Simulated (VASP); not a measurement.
Set up this calculation in VASP 6.6.1, as the native input.

- Task: single point
- Functional: PBE
- Dispersion: D3(BJ)
- Potentials or basis: VASP PAW PBE potentials, release 64 (Bi_d, H)
- Cutoff: 520 eV
- k mesh: 6 × 6 × 1
- Occupations: gaussian, width 0.05 eV
- Spin: collinear spin
- Starting moments: [0.0, 0.0, 1.0] μB
- Dipole correction: yes
- Further INCAR settings: ALGO = Normal; EDIFF = 1e-07; NBANDS = 26

The structure of Bi2H lies in POSCAR:

```
Bi2H
1.0
    4.2790193530      0.0000000000      0.0000000000
   -2.1395096765      3.7057394630      0.0000000000
    0.0000000000      0.0000000000     17.2471505494
Bi H
2 1
Direct
    0.3333333333      0.6666666667      0.3332231914
    0.6666666667      0.3333333334      0.2319223682
    0.5555555556      0.7777777778      0.4312901708
```

These files were run (other wordings do the same):

INCAR

```
SYSTEM = Bi2H
PREC     = Accurate       ! precision mode
ENCUT    = 520            ! plane-wave cutoff, eV
EDIFF    = 1E-7           ! SCF threshold, eV
ISMEAR   = 0              ! smearing method
SIGMA    = 0.05           ! smearing width, eV
LREAL    = .FALSE.        ! projectors in reciprocal space
LASPH    = .TRUE.         ! aspherical terms in the spheres
NELM     = 150            ! most SCF steps
ALGO     = Normal         ! electronic algorithm
ISIF     = 2              ! what is computed and relaxed
LWAVE    = .FALSE.        ! write WAVECAR
LCHARG   = .FALSE.        ! write CHGCAR
ISPIN    = 2              ! spin polarisation
MAGMOM   = 0 0 1          ! initial moments
LORBIT   = 11             ! projections on sites
LDIPOL   = .TRUE.       
IDIPOL   = 3            
DIPOL    = 0.5 0.5 0.332
GGA      = PE             ! functional
IVDW     = 12             ! dispersion correction
NBANDS   = 26             ! bands
```

KPOINTS

```
regular mesh
0
G
  6 6 1
  0 0 0
```

Potentials or basis: VASP PAW PBE potentials, release 64 (Bi_d, H).

The run is started by

```console
$ cat potpaw_PBE.64/Bi_d/POTCAR potpaw_PBE.64/H/POTCAR > POTCAR
$ mpirun -np 1 vasp_std > vasp.out
```

It gave:

```json
{"Largest force": "0.657 eV/Å", "Net moment": "0.02 μB per cell", "Valence electrons inside the program's atomic spheres": "Bi 12.86, 12.80; H 0.49", "Dispersion energy per atom": "-0.168 eV"}
```

It took 2.9 min on 1 thread of Intel(R) Xeon(R) 6975P-C (Granite Rapids), on a shared host, peak memory 0.51 GiB.
